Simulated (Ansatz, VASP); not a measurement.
**BP in VASP and in Ansatz**

Contents of POSCAR:

```
BP
1.0
    0.0000000000      2.2383340787      2.2383340787
    2.2383340787      0.0000000000      2.2383340787
    2.2383340787      2.2383340787      0.0000000000
P B
1 1
Direct
    0.7500000000      0.7500000000      0.7500000000
    0.0000000000      0.0000000000      0.0000000000
```

INCAR.step1

```
PREC = Accurate ; ENCUT = 520
EDIFF = 1E-5 ; ISMEAR = -1
SIGMA = 0.05 ; LREAL = False
LASPH = True ; NELM = 60
ALGO = Normal ; ISIF = 2
LWAVE = True ; LCHARG = False
GGA = PE ; NBANDS = 11
```

The input INCAR.step2:

```
PREC = Accurate ; ENCUT = 520
EDIFF = 1E-6 ; ISMEAR = -1
SIGMA = 0.05 ; LREAL = False
LASPH = True ; NELM = 60
ALGO = Normal ; ISIF = 2
LWAVE = False ; LCHARG = False
GGA = PS ; LHFCALC = True
AEXX = 0.25 ; PRECFOCK = Normal
ISTART = 1 ; NBANDS = 11
```

KPOINTS

```
Automatic mesh
0
Gamma
  5 5 5
```

input.yaml

```yaml
crystal:
  lattice:
    - [0.0, 2.2383340787, 2.2383340787]
    - [2.2383340787, 0.0, 2.2383340787]
    - [2.2383340787, 2.2383340787, 0.0]
  atoms:
    - { symbol: P, position: [0.75, 0.75, 0.75] }
    - { symbol: B, position: [0.0, 0.0, 0.0] }
hamiltonian:
  xc: { exchange: pbesol, correlation: pbesol, exx: { coeff: 0.25 } }
  pseudopotentials: { kind: paw }
kpoints:
  mp_grid: { grid: [5, 5, 5] }
scf:
  occupations: { method: fermi_dirac, width: 0.05 }
output:
  forces: true
  stress: true
  eigenvalues: true
```

Alike in both runs: task single point; functional PBEsol-based global hybrid; k mesh 5 × 5 × 5; occupations fermi-dirac, width 0.05 eV; no spin polarisation.

|  | VASP | Ansatz |
| --- | --- | --- |
| version | VASP 6.6.1 | Ansatz 0.2.0 |
| potentials or method | VASP PAW PBE potentials, release 64 (P, B) | Ansatz PAW |
| plane-wave cutoff (eV) | 520 | 420 |
| valence electrons in the cell | 8 | 8 |

VASP gave:

```
gap on the k mesh at the Fermi level (eV) : 2.60
least direct gap on the mesh (eV)         : 5.12
pressure (GPa)                            : 3.5
```

Task: Estimate Ansatz's values.

Result: gap on the k mesh at the Fermi level (eV): 2.56; least direct gap on the mesh (eV): 5.08; pressure (GPa): 4.0.

VASP's potentials were made for PBE, not for PBEsol-based global hybrid. The functional is the same, so the differences come from potentials, cutoffs and numerics.

The k mesh is coarse, so the values compare programs but aren't converged. Noted on Ansatz's run: odd divisions of the mesh miss points on the zone boundary, where band edges often lie, so the gap on the mesh can be too wide.
